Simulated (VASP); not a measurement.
# Na (Im-3m) in VASP: notebook

The runs below take Na through single point, relaxation of volume and atoms at fixed shape, with PBEsol.

Everything below comes from runs of VASP 6.6.1. Logs are shortened: lines on timing, memory, paths and dates and some standing lists are left out, and cuts for length are marked.

### Step 1. The cell of the first run

It takes space group Im-3m (No. 229, cubic). Conventional cell: a = 4.169 Å, b = 4.169 Å, c = 4.169 Å, α = 90.00°, β = 90.00°, γ = 90.00°. Na (site symmetry m-3m) has 14 Na at 3.61 to 4.17 Å within 4.7 Å.

### Step 2. Single point, PBEsol

The input, INCAR:

```
SYSTEM = Na
  ALGO = Normal
  EDIFF = 1E-6
  ENCUT = 520
  GGA = PS
  ISIF = 2
  ISMEAR = -1
  LASPH = .TRUE.
  LCHARG = .FALSE.
  LREAL = .FALSE.
  LWAVE = .FALSE.
  NBANDS = 10
  NELM = 100
  PREC = Accurate
  SIGMA = 0.05
```

The input, KPOINTS:

```
k-points
0
G
  7 7 7
  0 0 0
```

The input, POSCAR:

```
Na
1.0
   -2.0846888819      2.0846888819      2.0846888819
    2.0846888819     -2.0846888819      2.0846888819
    2.0846888819      2.0846888819     -2.0846888819
Na
1
Direct
    0.0000000000      0.0000000000      0.0000000000
```

Potentials or basis: VASP PAW PBE potentials, release 64 (Na_pv).

Command:

```bash
$ cat potpaw_PBE.64/Na_pv/POTCAR > POTCAR
$ mpirun -np 1 vasp_std > vasp.out
```

OUTCAR:

```text
SYSTEM = Na
   EDIFF = 1E-6
   ENCUT = 520
   GGA = PS
   ISIF = 2
   ISMEAR = -1
   LASPH = .TRUE.
   LREAL = .FALSE.
   NELM = 100
   PREC = Accurate

 ion  position               nearest neighbor table
   1  0.000  0.000  0.000-

  LATTYP: Found a body centered cubic cell.
 ALAT       =     4.1693777638

  Lattice vectors:

 A1 = (  -2.0846888819,   2.0846888819,   2.0846888819)
 A2 = (   2.0846888819,  -2.0846888819,   2.0846888819)
 A3 = (   2.0846888819,   2.0846888819,  -2.0846888819)

Analysis of symmetry for initial positions (statically):
=====================================================================
 Subroutine PRICEL returns:
 Original cell was already a primitive cell.

 Routine SETGRP: Setting up the symmetry group for a
 body centered cubic supercell.

 Subroutine GETGRP returns: Found 48 space group operations
 (whereof 48 operations were pure point group operations)
 out of a pool of 48 trial point group operations.

The static configuration has the point symmetry O_h .

Analysis of symmetry for dynamics (positions and initial velocities):
=====================================================================
 Subroutine PRICEL returns:
 Original cell was already a primitive cell.

 Routine SETGRP: Setting up the symmetry group for a
 body centered cubic supercell.

 Subroutine GETGRP returns: Found 48 space group operations
 (whereof 48 operations were pure point group operations)
 out of a pool of 48 trial point group operations.

The dynamic configuration has the point symmetry O_h .

 Subroutine INISYM returns: Found 48 space group operations
 (whereof 48 operations are pure point group operations),
 and found     1 'primitive' translations

----------------------------------------------------------------------------------------

                                     Primitive cell

  volume of cell :      36.2396

  direct lattice vectors                    reciprocal lattice vectors
    -2.084688882  2.084688882  2.084688882     0.000000000  0.239843942  0.239843942
     2.084688882 -2.084688882  2.084688882     0.239843942  0.000000000  0.239843942
     2.084688882  2.084688882 -2.084688882     0.239843942  0.239843942  0.000000000

  length of vectors
     3.610787061  3.610787061  3.610787061     0.339190556  0.339190556  0.339190556

  position of ions in fractional coordinates (direct lattice)
     0.000000000  0.000000000  0.000000000

  ion indices of the primitive-cell ions
   primitive index   ion index
                 1           1

----------------------------------------------------------------------------------------

 KPOINTS: k-points

Automatic generation of k-mesh.
 Grid dimensions read from file:
 generate k-points for:    7    7    7

 Generating k-lattice:

  Cartesian coordinates                     Fractional coordinates (reciprocal lattice)
     0.000000000  0.034263420  0.034263420     0.142857143  0.000000000  0.000000000
     0.034263420  0.000000000  0.034263420     0.000000000  0.142857143  0.000000000
     0.034263420  0.034263420  0.000000000     0.000000000  0.000000000  0.142857143

  Length of vectors
     0.048455794  0.048455794  0.048455794

  Shift w.r.t. Gamma in fractional coordinates (k-lattice)
     0.000000000  0.000000000  0.000000000

 Subroutine IBZKPT returns following result:
 ===========================================

 Found     20 irreducible k-points:

 Following reciprocal coordinates:
            Coordinates               Weight
  0.000000  0.000000  0.000000      1.000000
  0.142857  0.000000  0.000000     12.000000
  0.285714  0.000000  0.000000     12.000000
  0.428571  0.000000  0.000000     12.000000
  0.142857  0.142857  0.000000     24.000000
  0.285714  0.142857  0.000000     48.000000
[... 12 lines left out ...]
 -0.428571 -0.428571  0.285714      8.000000
 -0.428571  0.428571  0.428571      6.000000
   k-points           NKPTS =     20   k-points in BZ     NKDIM =     20   number of bands    NBANDS=     10
   number of dos      NEDOS =    301   number of ions     NIONS =      1
   total plane-waves  NPLWV =  21952
   dimension x,y,z NGX =    28 NGY =   28 NGZ =   28
   dimension x,y,z NGXF=    56 NGYF=   56 NGZF=   56
   ions per type =               1
   NGX,Y,Z   is equivalent  to a cutoff of  12.89, 12.89, 12.89 a.u.
   NGXF,Y,Z  is equivalent  to a cutoff of  25.78, 25.78, 25.78 a.u.
 SYSTEM =  Na
   PREC   = accura    normal or accurate (medium, high low for compatibility)
   ISTART =      0    job   : 0-new  1-cont  2-samecut
   ICHARG =      2    charge: 1-file 2-atom 10-const
   ISPIN  =      1    spin polarized calculation?
   LNONCOLLINEAR =      F non collinear calculations
   LSORBIT =      F    spin-orbit coupling
   LASPH  =      T    aspherical Exc in radial PAW
   ENCUT  =  520.0 eV  38.22 Ry    6.18 a.u.   6.71  6.71  6.71*2*pi/ulx,y,z
   NELM   =    100;   NELMIN=  2; NELMDL= -5     # of ELM steps
   EDIFF  = 0.1E-05   stopping-criterion for ELM
   LREAL  =      F    real-space projection
   EDIFFG = 0.1E-04   stopping-criterion for IOM
   NSW    =      0    number of steps for IOM
   IBRION =     -1    ionic relax: 0-MD 1-quasi-New 2-CG
   NFREE  =      0    steps in history (QN), initial steepest desc. (CG)
   ISIF   =      2    stress and relaxation
   ISYM   =      2    0-nonsym 1-usesym 2-fastsym
   POTIM  = 0.5000    time-step for ionic-motion
   TEBEG  =    0.0;   TEEND  =   0.0 temperature during run
   PSTRESS=    0.0 pullay stress
   NELECT =       7.0000    total number of electrons
   NUPDOWN=      -1.0000    fix difference up-down
   EMIN   =  10.00;   EMAX   =-10.00  energy-range for DOS
   EFERMI =   0.00;   METHOD = LEGACY
   ISMEAR =    -1;   SIGMA  =   0.05  broadening in eV -4-tet -1-fermi 0-gaus
   EFERMI_NEDOS =   21; number of points for ismear=-14 and -15
   IALGO  =     38    algorithm
   IMIX   =      4    mixing-type and parameters
     AMIX     =   0.40;   BMIX     =  1.00
     AMIX_MAG =   1.60;   BMIX_MAG =  1.00
  volume/ion in A,a.u.               =      36.24       244.56
  Fermi-wavevector in a.u.,A,eV,Ry     =   0.946338  1.788319 12.184773  0.895556
  Thomas-Fermi vector in A             =   2.074326
   LORBIT       =      0    0 simple, 1 ext, 2 COOP (PROOUT), +10 PAW based schemes
   GGA     = PS    functional components
   LHFCALC =     F    Hartree Fock is set to
   AEXX    =    0.0000 exact exchange contribution
   IVDW    =     0    specifies the selected vdW correction
   LEPSILON=     F    determine dielectric tensor
   LRPA    =     F    only Hartree local field effects (RPA)
 non-spin polarized calculation
  energy-cutoff  :      520.00
  volume of cell :       36.24
 maximum number of plane-waves:       989
   NGX = 13   NGY = 13   NGZ = 13

 number of electron       6.9999995 magnetization

 Free energy of the ion-electron system (eV)
  ---------------------------------------------------
  ext. energy  EPLUGINS =         0.00000000
  ---------------------------------------------------
  free energy    TOTEN  =        -1.40320764 eV

  energy without entropy =       -1.39838380  energy(sigma->0) =       -1.40079572

 E-fermi :   0.3150     XC(G=0):  -6.5613

 val. band max:        0.2322432111   @ k =  -0.2857   0.4286   0.1429
 cond. band min:       0.5694068113   @ k =  -0.4286   0.4286   0.1429
 fundamental gap:      0.3371636002
 Fermi energy:         0.3150433610

 k-point     1 :       0.0000    0.0000    0.0000
  band No.  band energies     occupation
      1     -24.3969      2.00000
      2     -24.3969      2.00000
      3     -24.3969      2.00000
      4      -2.9555      2.00000
      5      12.2505      0.00000
      6      12.2505      0.00000
      7      12.2505      0.00000
      8      13.2688      0.00000
      9      13.2688      0.00000
     10      13.8206      0.00000

 k-point     2 :       0.1429    0.0000    0.0000
  band No.  band energies     occupation
      1     -24.4044      2.00000
      2     -24.3994      2.00000
      3     -24.3969      2.00000
      4      -2.5910      2.00000
      5       9.1527      0.00000
      6      10.7966      0.00000
      7      11.3008      0.00000
      8      11.6976      0.00000
      9      12.4605      0.00000
     10      14.3340      0.00000

 k-point     3 :       0.2857    0.0000    0.0000
  band No.  band energies     occupation
      1     -24.4210      2.00000
      2     -24.4050      2.00000
      3     -24.3969      2.00000
      4      -1.5133      2.00000
      5       5.6333      0.00000
      6       9.4426      0.00000
      7      10.2774      0.00000
      8      10.4578      0.00000
      9      11.6102      0.00000
     10      15.2140      0.00000

 k-point     4 :       0.4286    0.0000    0.0000
  band No.  band energies     occupation
      1     -24.4341      2.00000
      2     -24.4095      2.00000
      3     -24.3969      2.00000
      4       0.2283      1.70015
      5       2.6697      0.00000
      6       8.7520      0.00000
      7       9.7484      0.00000
      8       9.8388      0.00000
      9      11.0060      0.00000
     10      16.4025      0.00000
[... 170 lines left out ...]
 k-point    18 :      -0.4286    0.4286    0.2857
  band No.  band energies     occupation
      1     -24.4280      2.00000
      2     -24.4186      2.00000
      3     -24.4144      2.00000
      4       1.5795      0.00000
      5       3.9533      0.00000
      6       6.0973      0.00000
      7       6.7147      0.00000
      8       8.9621      0.00000
      9      11.6041      0.00000
     10      14.9979      0.00000

 k-point    19 :      -0.4286   -0.4286    0.2857
  band No.  band energies     occupation
      1     -24.4256      2.00000
      2     -24.4256      2.00000
      3     -24.4157      2.00000
      4       3.3124      0.00000
      5       3.3124      0.00000
      6       4.3811      0.00000
      7       7.9541      0.00000
      8       7.9541      0.00000
      9      10.1180      0.00000
     10      15.2793      0.00000

 k-point    20 :      -0.4286    0.4286    0.4286
  band No.  band energies     occupation
      1     -24.4249      2.00000
      2     -24.4237      2.00000
      3     -24.4237      2.00000
      4       3.2062      0.00000
      5       5.0982      0.00000
      6       5.4882      0.00000
      7       5.4882      0.00000
      8       6.6707      0.00000
      9       9.1712      0.00000
     10      18.4644      0.00000

------------------------ aborting loop because EDIFF is reached ----------------------------------------

  FORCE on cell =-STRESS in cart. coord.  units (eV):
  Direction    XX          YY          ZZ          XY          YZ          ZX
  --------------------------------------------------------------------------------------
  -------------------------------------------------------------------------------------
  Total       -0.0031528     -0.0031528     -0.0031528      0.0000000     -0.0000000      0.0000000
  in kB       -0.1393858     -0.1393858     -0.1393858      0.0000000     -0.0000000      0.0000000
  external PRESSURE =      -0.1393858 kB  Pullay stress =       0.0000000 kB

 VOLUME and BASIS-vectors are now :
 -----------------------------------------------------------------------------
  energy-cutoff  :      520.00
  volume of cell :       36.24
      direct lattice vectors                 reciprocal lattice vectors
    -2.084688882  2.084688882  2.084688882     0.000000000  0.239843942  0.239843942
     2.084688882 -2.084688882  2.084688882     0.239843942  0.000000000  0.239843942
     2.084688882  2.084688882 -2.084688882     0.239843942  0.239843942  0.000000000

 POSITION                                       TOTAL-FORCE (eV/Angst)
 -----------------------------------------------------------------------------------
      0.00000      0.00000      0.00000        -0.000000      0.000000     -0.000000
 -----------------------------------------------------------------------------------
    total drift:                                0.000000     -0.000000      0.000000

  FREE ENERGIE OF THE ION-ELECTRON SYSTEM (eV)
  ---------------------------------------------------
  free  energy   TOTEN  =        -1.4032076449 eV

  energy  without entropy=       -1.3983837995  energy(sigma->0) =       -1.40079572
```

Wall time 7.1 s (1 thread of AMD EPYC 7R13, shared host); peak memory 0.12 GiB.

What came out:

```
Free energy            : -1.4032 eV
Pressure               : 0.0 GPa
Band gap on the k mesh : zero (an odd number of electrons rules out a gap without spin polarisation)
```

Caveat: the PAW data sets were made with another functional, which shifts forces and pressure a little.

### Step 3. Relaxation of volume and atoms at fixed shape, PBEsol

This run uses another cell than the first one, of 39.26 Å³/atom.

The input, INCAR:

```
SYSTEM = Na
  ALGO = Normal
  EDIFF = 1E-6
  EDIFFG = -0.01
  ENCUT = 600
  GGA = PS
  IBRION = 2
  ISIF = 8
  ISMEAR = -1
  LASPH = .True.
  LCHARG = .False.
  LREAL = .False.
  LWAVE = .False.
  NELM = 100
  NSW = 80
  PREC = Accurate
  SIGMA = 0.05
```

The input, KPOINTS:

```
k-points
0
Gamma
  7 7 7
  0 0 0
```

The input, POSCAR:

```
Na
1.0
   -2.1410000000      2.1410000000      2.1410000000
    2.1410000000     -2.1410000000      2.1410000000
    2.1410000000      2.1410000000     -2.1410000000
Na
1
Direct
    0.0000000000      0.0000000000      0.0000000000
```

Potentials or basis: VASP PAW PBE potentials, release 64 (Na_pv).

Command:

```bash
$ cat potpaw_PBE.64/Na_pv/POTCAR > POTCAR
$ mpirun -np 1 vasp_std > vasp.out
```

Run time: 16 s. Hardware: 1 thread of AMD EPYC 7R13, shared host; peak memory 0.13 GiB.

The run converged. Its results:

* Free energy: -1.4036 eV
* Relaxed volume: 36.23 Å³/atom
* Relaxed cell: a = 3.610 Å, b = 3.610 Å, c = 3.610 Å, α = 109.47°, β = 109.47°, γ = 109.47°
* Space group after relaxing (to 0.1 Å): Im-3m (No. 229)
* Energy gained by relaxing: 5.6 meV/atom
* Ionic steps: 3
* Pressure after relaxing: 0.0 GPa
* Band gap on the k mesh: zero (an odd number of electrons rules out a gap without spin polarisation)

The path:
```tsv
step	energy change (eV)	largest force (eV/Å)	pressure (GPa)	volume (Å³)
1	0.0000	0.0000	-0.56	39.26
2	-0.0024	0.0000	-0.44	38.48
3	-0.0056	0.0000	-0.02	36.23
```

Final structure:
```
Na
1.0
    -2.08451    2.08451    2.08451
     2.08451   -2.08451    2.08451
     2.08451    2.08451   -2.08451
Na
1
Direct
  0.00000 0.00000 0.00000
```

Levels at points of the mesh, in eV from the Fermi level:
```tsv
k point	band 1	band 2	band 3	band 4	band 5	band 6	band 7
(0.00, 0.00, 0.00)	-24.71	-24.71	-24.71	-3.27	11.94	11.94	11.94
```

Caveat: the PAW data sets were made with another functional, which shifts forces and pressure a little.
